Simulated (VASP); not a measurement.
A run of VASP 6.6.1 is set up as follows.

File POSCAR:

```
NaF
1.0
    0.0000000000      2.3277835900      2.3277835900
    2.3277835900      0.0000000000      2.3277835900
    2.3277835900      2.3277835900      0.0000000000
Na F
1 1
Direct
    0.0000000000      0.0000000000      0.0000000000
    0.5000000000      0.5000000000      0.5000000000
```

File INCAR.step1:

```
SYSTEM = NaF
  PREC = Accurate
  ENCUT = 520
  ISMEAR = -1
  SIGMA = 0.02
  LREAL = .FALSE.
  LASPH = .TRUE.
  NELM = 100
  NBANDS = 14
  GGA = PE
  ALGO = Normal
  EDIFF = 1E-4
  LWAVE = .TRUE.
  LCHARG = .FALSE.
```

The input INCAR.step2:

```
SYSTEM = NaF
  PREC = Accurate
  ENCUT = 520
  EDIFF = 1E-7
  ISMEAR = -1
  SIGMA = 0.02
  LREAL = .FALSE.
  LASPH = .TRUE.
  NELM = 100
  ALGO = Normal
  ISIF = 2
  LWAVE = .FALSE.
  LCHARG = .FALSE.
  METAGGA = R2SCAN
  LMIXTAU = .TRUE.
  NBANDS = 14
  ISTART = 1
```

Contents of KPOINTS:

```
Automatic mesh
0
G
  10 10 10
  0 0 0
```

Potentials or basis: VASP PAW PBE potentials, release 64 (Na_pv, F).

The run is started by

```sh
$ cat potpaw_PBE.64/Na_pv/POTCAR potpaw_PBE.64/F/POTCAR > POTCAR
$ cp INCAR.step1 INCAR
$ mpirun -np 1 vasp_std > vasp.out
$ cp INCAR.step2 INCAR
$ mpirun -np 1 vasp_std > vasp.out
```

Task: What does it give for the band gap on the k mesh?

Result: 7.09 eV, direct.

Task: Estimate the pressure.

Result: -2.3 GPa.

Caveat: the PAW data sets were made with another functional, which shifts forces and pressure a little. A k mesh can miss the band edges.
